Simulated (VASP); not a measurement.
# SrVO3 (Pm-3m) in VASP: single point with r2SCAN

Aim: the single point of SrVO3 with r2SCAN.

Program: VASP 6.6.1. These are calculated values, not measurements. Logs are shortened: lines on timing, memory, paths and dates and some standing lists are left out, and cuts for length are marked.

## (1) The cell of the first run

Symmetry: Pm-3m, No. 221, cubic system. Conventional cell: a = 3.793 Å, b = 3.793 Å, c = 3.793 Å, α = 90.00°, β = 90.00°, γ = 90.00°. Within 2.5 Å of V (site symmetry m-3m) lie 6 O at 1.90 Å. Within 2.5 Å of O (site symmetry 4/mmm) lie 2 V at 1.90 Å. Within 3.5 Å of Sr (site symmetry m-3m) lie 12 O at 2.68 Å and 8 V at 3.29 Å.

## (2) Single point, r2SCAN, collinear spin, ferromagnetic start

Input file POSCAR:

```
SrVO3
1.0
    3.7934840200      0.0000000000      0.0000000000
    0.0000000000      3.7934840200      0.0000000000
    0.0000000000      0.0000000000      3.7934840200
V O Sr
1 3 1
Direct
    0.0000000000      0.0000000000      0.0000000000
    0.5000000000      0.0000000000      0.0000000000
    0.0000000000      0.5000000000      0.0000000000
    0.0000000000      0.0000000000      0.5000000000
    0.5000000000      0.5000000000      0.5000000000
```

Input file INCAR.step1:

```
SYSTEM = SrVO3
  PREC = Accurate
  ENCUT = 520
  ISMEAR = -1
  SIGMA = 0.1
  LREAL = .False.
  LASPH = .True.
  NELM = 150
  ISPIN = 2
  MAGMOM = 2 0 0 0 0
  LMAXMIX = 4
  NBANDS = 32
  GGA = PE
  ALGO = Normal
  EDIFF = 1E-4
  LWAVE = .True.
  LCHARG = .False.
```

Input file INCAR.step2:

```
SYSTEM = SrVO3
  PREC = Accurate
  ENCUT = 520
  EDIFF = 1E-7
  ISMEAR = -1
  SIGMA = 0.1
  LREAL = .False.
  LASPH = .True.
  NELM = 150
  ALGO = Normal
  ISIF = 2
  LWAVE = .False.
  LCHARG = .False.
  ISPIN = 2
  MAGMOM = 2 0 0 0 0
  LORBIT = 11
  LMAXMIX = 4
  METAGGA = R2SCAN
  LMIXTAU = .True.
  NBANDS = 32
  ISTART = 1
```

Input file KPOINTS:

```
Automatic mesh
0
Gamma
  6 6 6
  0 0 0
```

Potentials or basis: VASP PAW PBE potentials, release 64 (V_sv, O, Sr_sv).

Command:

```
cat potpaw_PBE.64/V_sv/POTCAR potpaw_PBE.64/O/POTCAR potpaw_PBE.64/Sr_sv/POTCAR > POTCAR
cp INCAR.step1 INCAR
mpirun -np 1 vasp_std > vasp.out
cp INCAR.step2 INCAR
mpirun -np 1 vasp_std > vasp.out
```

OUTCAR:

```text
SYSTEM = SrVO3
   PREC = Accurate
   ENCUT = 520
   EDIFF = 1E-7
   ISMEAR = -1
   LREAL = .False.
   LASPH = .True.
   NELM = 150
   ISIF = 2
   ISPIN = 2
   LORBIT = 11
   METAGGA = R2SCAN
   ISTART = 1

 ion  position               nearest neighbor table
   1  0.000  0.000  0.000-   2 1.90   3 1.90   4 1.90   4 1.90   3 1.90   2 1.90   5 3.29   5 3.29
                             5 3.29   5 3.29   5 3.29   5 3.29   5 3.29   5 3.29
   2  0.500  0.000  0.000-   1 1.90   1 1.90   5 2.68   5 2.68   5 2.68   5 2.68
   3  0.000  0.500  0.000-   1 1.90   1 1.90   5 2.68   5 2.68   5 2.68   5 2.68
   4  0.000  0.000  0.500-   1 1.90   1 1.90   5 2.68   5 2.68   5 2.68   5 2.68
   5  0.500  0.500  0.500-   2 2.68   3 2.68   4 2.68   2 2.68   3 2.68   2 2.68   4 2.68   2 2.68
                             3 2.68   4 2.68   3 2.68   4 2.68   1 3.29   1 3.29   1 3.29   1 3.29

  LATTYP: Found a simple cubic cell.
 ALAT       =     3.7934840200

  Lattice vectors:

 A1 = (   3.7934840200,   0.0000000000,   0.0000000000)
 A2 = (   0.0000000000,   3.7934840200,   0.0000000000)
 A3 = (   0.0000000000,   0.0000000000,   3.7934840200)

Analysis of symmetry for initial positions (statically):
=====================================================================
 Subroutine PRICEL returns:
 Original cell was already a primitive cell.

 Routine SETGRP: Setting up the symmetry group for a
 simple cubic supercell.

 Subroutine GETGRP returns: Found 48 space group operations
 (whereof 48 operations were pure point group operations)
 out of a pool of 48 trial point group operations.

The static configuration has the point symmetry O_h .

Analysis of symmetry for dynamics (positions and initial velocities):
=====================================================================
 Subroutine PRICEL returns:
 Original cell was already a primitive cell.

 Routine SETGRP: Setting up the symmetry group for a
 simple cubic supercell.

 Subroutine GETGRP returns: Found 48 space group operations
 (whereof 48 operations were pure point group operations)
 out of a pool of 48 trial point group operations.

The dynamic configuration has the point symmetry O_h .

Analysis of structural, dynamic, and magnetic symmetry:
=====================================================================
 Subroutine PRICEL returns:
 Original cell was already a primitive cell.

 Routine SETGRP: Setting up the symmetry group for a
 simple cubic supercell.

 Subroutine GETGRP returns: Found 48 space group operations
 (whereof 48 operations were pure point group operations)
 out of a pool of 48 trial point group operations.

The overall configuration has the point symmetry O_h .

 Subroutine INISYM returns: Found 48 space group operations
 (whereof 48 operations are pure point group operations),
 and found     1 'primitive' translations

----------------------------------------------------------------------------------------

                                     Primitive cell

  volume of cell :      54.5902

  direct lattice vectors                    reciprocal lattice vectors
     3.793484020  0.000000000  0.000000000     0.263609915  0.000000000  0.000000000
     0.000000000  3.793484020  0.000000000     0.000000000  0.263609915  0.000000000
     0.000000000  0.000000000  3.793484020     0.000000000  0.000000000  0.263609915

  length of vectors
     3.793484020  3.793484020  3.793484020     0.263609915  0.263609915  0.263609915

  position of ions in fractional coordinates (direct lattice)
     0.000000000  0.000000000  0.000000000
     0.500000000  0.000000000  0.000000000
     0.000000000  0.500000000  0.000000000
     0.000000000  0.000000000  0.500000000
     0.500000000  0.500000000  0.500000000

  ion indices of the primitive-cell ions
   primitive index   ion index
                 1           1
                 2           2
                 3           3
                 4           4
                 5           5

----------------------------------------------------------------------------------------

 KPOINTS: Automatic mesh

Automatic generation of k-mesh.
[... 23 lines left out ...]
  0.000000  0.000000  0.000000      1.000000
  0.166667  0.000000  0.000000      6.000000
  0.333333  0.000000  0.000000      6.000000
  0.500000  0.000000  0.000000      3.000000
  0.166667  0.166667  0.000000     12.000000
  0.333333  0.166667  0.000000     24.000000
[... 12 lines left out ...]
  0.500000  0.500000  0.333333      6.000000
  0.500000  0.500000  0.500000      1.000000
   k-points           NKPTS =     20   k-points in BZ     NKDIM =     20   number of bands    NBANDS=     32
   number of dos      NEDOS =    301   number of ions     NIONS =      5
   total plane-waves  NPLWV =  21952
   dimension x,y,z NGX =    28 NGY =   28 NGZ =   28
   dimension x,y,z NGXF=    56 NGYF=   56 NGZF=   56
   ions per type =               1   3   1
   NGX,Y,Z   is equivalent  to a cutoff of  12.27, 12.27, 12.27 a.u.
   NGXF,Y,Z  is equivalent  to a cutoff of  24.54, 24.54, 24.54 a.u.
 SYSTEM =  SrVO3
   PREC   = accura    normal or accurate (medium, high low for compatibility)
   ISTART =      1    job   : 0-new  1-cont  2-samecut
   ICHARG =      0    charge: 1-file 2-atom 10-const
   ISPIN  =      2    spin polarized calculation?
   LNONCOLLINEAR =      F non collinear calculations
   LSORBIT =      F    spin-orbit coupling
   LASPH  =      T    aspherical Exc in radial PAW
   ENCUT  =  520.0 eV  38.22 Ry    6.18 a.u.   7.05  7.05  7.05*2*pi/ulx,y,z
   NELM   =    150;   NELMIN=  2; NELMDL=  0     # of ELM steps
   EDIFF  = 0.1E-06   stopping-criterion for ELM
   LREAL  =      F    real-space projection
   EDIFFG = 0.1E-05   stopping-criterion for IOM
   NSW    =      0    number of steps for IOM
   IBRION =     -1    ionic relax: 0-MD 1-quasi-New 2-CG
   NFREE  =      0    steps in history (QN), initial steepest desc. (CG)
   ISIF   =      2    stress and relaxation
   ISYM   =      2    0-nonsym 1-usesym 2-fastsym
   POTIM  = 0.5000    time-step for ionic-motion
   TEBEG  =    0.0;   TEEND  =   0.0 temperature during run
   PSTRESS=    0.0 pullay stress
   NELECT =      41.0000    total number of electrons
   NUPDOWN=      -1.0000    fix difference up-down
   EMIN   =  10.00;   EMAX   =-10.00  energy-range for DOS
   EFERMI =   0.00;   METHOD = LEGACY
   ISMEAR =    -1;   SIGMA  =   0.10  broadening in eV -4-tet -1-fermi 0-gaus
   EFERMI_NEDOS =   21; number of points for ismear=-14 and -15
   IALGO  =     38    algorithm
   IMIX   =      4    mixing-type and parameters
     AMIX     =   0.40;   BMIX     =  1.00
     AMIX_MAG =   1.60;   BMIX_MAG =  1.00
  volume/ion in A,a.u.               =      10.92        73.68
  Fermi-wavevector in a.u.,A,eV,Ry     =   1.488097  2.812095 30.129179  2.214432
  Thomas-Fermi vector in A             =   2.601175
   LORBIT       =     11    0 simple, 1 ext, 2 COOP (PROOUT), +10 PAW based schemes
   METAGGA = R2SCAN    functional components
   LHFCALC =     F    Hartree Fock is set to
   AEXX    =    0.0000 exact exchange contribution
   IVDW    =     0    specifies the selected vdW correction
   LEPSILON=     F    determine dielectric tensor
   LRPA    =     F    only Hartree local field effects (RPA)
 spin polarized calculation
  energy-cutoff  :      520.00
  volume of cell :       54.59
 maximum number of plane-waves:      1492
   NGX = 15   NGY = 15   NGZ = 15

 number of electron      40.9999957 magnetization       0.8463169

 Free energy of the ion-electron system (eV)
  ---------------------------------------------------
  ext. energy  EPLUGINS =         0.00000000
  ---------------------------------------------------
  free energy    TOTEN  =       -62.37192727 eV

  energy without entropy =      -62.31724340  energy(sigma->0) =      -62.34458534

 E-fermi :   6.6326     XC(G=0): -12.4910

 val. band max:        6.5455422526   @ k =   0.5000   0.0000   0.0000
 cond. band min:       6.6825558504   @ k =   0.3333   0.3333   0.0000
 fundamental gap:      0.1370135978
 Fermi energy:         6.6326479938

 spin component 1

 k-point     1 :       0.0000    0.0000    0.0000
  band No.  band energies     occupation
      1     -62.4679      1.00000
      2     -35.1896      1.00000
      3     -35.1896      1.00000
      4     -35.1896      1.00000
      5     -29.2197      1.00000
      6     -14.6050      1.00000
[... 689 lines left out ...]
     31      16.5469      0.00000
     32      20.8586      0.00000
 Fermi energy:         6.6326479938

 spin component 2

 k-point     1 :       0.0000    0.0000    0.0000
  band No.  band energies     occupation
      1     -61.3142      1.00000
      2     -34.0452      1.00000
      3     -34.0452      1.00000
      4     -34.0452      1.00000
      5     -29.2203      1.00000
      6     -14.6098      1.00000
[... 689 lines left out ...]
     31      16.6074      0.00000
     32      20.8699      0.00000

------------------------ aborting loop because EDIFF is reached ----------------------------------------

  FORCE on cell =-STRESS in cart. coord.  units (eV):
  Direction    XX          YY          ZZ          XY          YZ          ZX
  --------------------------------------------------------------------------------------
  -------------------------------------------------------------------------------------
  Total        2.8951680      2.8951680      2.8951680      0.0000000     -0.0000000     -0.0000000
  in kB       84.9707755     84.9707755     84.9707755      0.0000000     -0.0000000     -0.0000000
  external PRESSURE =      84.9707755 kB  Pullay stress =       0.0000000 kB

 VOLUME and BASIS-vectors are now :
 -----------------------------------------------------------------------------
  energy-cutoff  :      520.00
  volume of cell :       54.59
      direct lattice vectors                 reciprocal lattice vectors
     3.793484020  0.000000000  0.000000000     0.263609915  0.000000000  0.000000000
     0.000000000  3.793484020  0.000000000     0.000000000  0.263609915  0.000000000
     0.000000000  0.000000000  3.793484020     0.000000000  0.000000000  0.263609915

 POSITION                                       TOTAL-FORCE (eV/Angst)
 -----------------------------------------------------------------------------------
      0.00000      0.00000      0.00000         0.000000      0.000000      0.000000
      1.89674      0.00000      0.00000         0.000000      0.000000      0.000000
      0.00000      1.89674      0.00000         0.000000      0.000000      0.000000
      0.00000      0.00000      1.89674         0.000000      0.000000      0.000000
      1.89674      1.89674      1.89674         0.000000      0.000000      0.000000
 -----------------------------------------------------------------------------------
    total drift:                               -0.000000      0.000000     -0.000000

  FREE ENERGIE OF THE ION-ELECTRON SYSTEM (eV)
  ---------------------------------------------------
  free  energy   TOTEN  =       -62.3719272741 eV

  energy  without entropy=      -62.3172433979  energy(sigma->0) =      -62.34458534

 total charge

# of ion       s       p       d       tot
------------------------------------------
    1        2.292   6.374   2.942  11.607
    2        1.571   3.537   0.000   5.108
    3        1.571   3.537   0.000   5.108
    4        1.571   3.537   0.000   5.108
    5        2.001   5.900   0.219   8.121
--------------------------------------------------
tot          9.005  22.886   3.160  35.052

 magnetization (x)

# of ion       s       p       d       tot
------------------------------------------
    1        0.007   0.008   0.833   0.847
    2       -0.001  -0.017   0.000  -0.018
    3       -0.001  -0.017   0.000  -0.018
    4       -0.001  -0.017   0.000  -0.018
    5       -0.000  -0.001   0.002   0.001
--------------------------------------------------
tot          0.005  -0.045   0.835   0.794
```

It took 4.3 min on 1 thread of Intel Xeon Platinum 8375C at 2.90GHz (Ice Lake), shared host; peak memory 0.22 GiB.

Results:

| Item | Value |
| --- | --- |
| Free energy | -62.3719 eV |
| Pressure | 8.5 GPa |
| Net moment | 0.85 μB per cell |
| Site moments | V +0.85; O -0.02; Sr +0.00 μB |
| Valence electrons inside the program's atomic spheres | V 11.61; O 5.11; Sr 8.12 |

Caveat: the cell stands under pressure; the PAW data sets were made with another functional, which shifts forces and pressure a little; semilocal functionals often make such compounds metallic where correlation or magnetic order opens a gap, which also shifts bond lengths. With open d or f shells a metallic result of r2SCAN can be an artefact of self-interaction; +U or a hybrid may open a gap.
